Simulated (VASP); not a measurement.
Set up this calculation in VASP 6.6.1, as the native input.

```
Task                   : single point
Functional             : PBE
Potentials or basis    : VASP PAW PBE potentials, release 64 (C, H, N)
Cutoff                 : 520 eV
k mesh                 : 1 × 1 × 1
Occupations            : fermi-dirac, width 0.05 eV
Spin                   : no spin polarisation
Dipole correction      : no
Further INCAR settings : ALGO = Normal; EDIFF = 1e-06; NBANDS = 51
```

The structure of H7C2N lies in POSCAR:

```
H7C2N
1.0
    6.8873110000      0.0000000000      0.0000000000
    0.0000000000      6.8873110000      0.0000000000
    0.0000000000      0.0000000000      6.8873110000
C H N
6 21 3
Direct
    0.2012388070      0.4022932450      0.4051244926
    0.0592376509      0.4001953571      0.2733930776
    0.5442528133      0.8277500281      0.5124037606
    0.4016095834      0.8788679633      0.3923983550
   -0.0095905387      0.8455751289      0.7371565731
    0.0337084647      1.0304515965      0.7736008764
    0.1779064699      0.4540673327      0.5533248777
    0.3487204641      0.3554990072      0.3678812502
   -0.0871786626      0.4521829772      0.3073022826
    0.0869798149      0.3514969928      0.1245958676
    0.5615346812      0.8929099038      0.6567418763
    0.6508440221      0.7177390249      0.4713752348
    0.2929490525      0.9870345309      0.4349005327
    0.3878277441      0.8114181250      0.2486000789
   -0.0036663823      0.7882442565      0.5893883898
   -0.0551496924      0.7459648520      0.8520077107
    0.0782727144      1.1291190758      0.6578514524
    0.0269416005      1.0930863146      0.9191330663
    0.6192292319      0.2633256793      1.0664845561
    0.4993080836      0.0572425414      1.0648880649
    0.5526929255      0.1670579590      0.8606524958
    0.8641864325      1.0183299821      0.3399602228
    1.0269857375      0.9390364667      0.1864824226
    0.7957865418      0.8897269282      0.1523810696
    0.2978713152      0.7271613630      0.8813202320
    0.4761694608      0.5894221115      0.8104303490
    0.3552804001      0.5307369131      1.0057301128
    0.5070612774      0.1915301333      1.0002639345
    0.9013457067      0.9018564909      0.2562759503
    0.4129623800      0.6470053192      0.9322617342
```

The input as run:

INCAR

```
SYSTEM = H7C2N
  PREC = Accurate
  ENCUT = 520
  EDIFF = 1E-6
  ISMEAR = -1
  SIGMA = 0.05
  LREAL = .False.
  LASPH = .True.
  NELM = 120
  ALGO = Normal
  ISIF = 2
  LWAVE = .False.
  LCHARG = .True.
  GGA = PE
  LELF = .True.
  LVHAR = .True.
  NBANDS = 51
  GGA_COMPAT = .False.
```

KPOINTS

```
Automatic mesh
0
Gamma
  1 1 1
  0 0 0
```

Potentials or basis: VASP PAW PBE potentials, release 64 (C, H, N).

The run is started by

```console
$ cat potpaw_PBE.64/C/POTCAR potpaw_PBE.64/H/POTCAR potpaw_PBE.64/N/POTCAR > POTCAR
$ mpirun -np 1 vasp_gam > vasp.out
```

It gave:

The pressure is 0.3 GPa and the largest force is 0.271 eV/Å. The band gap on the k mesh is 4.51 eV.

Caveat: the k points lie up to 0.91 Å⁻¹ apart.

Run time: 62 s on 1 thread of AMD EPYC 7R43 64-Core Processor (Zen 3) (shared host), peak memory 0.3 GiB.
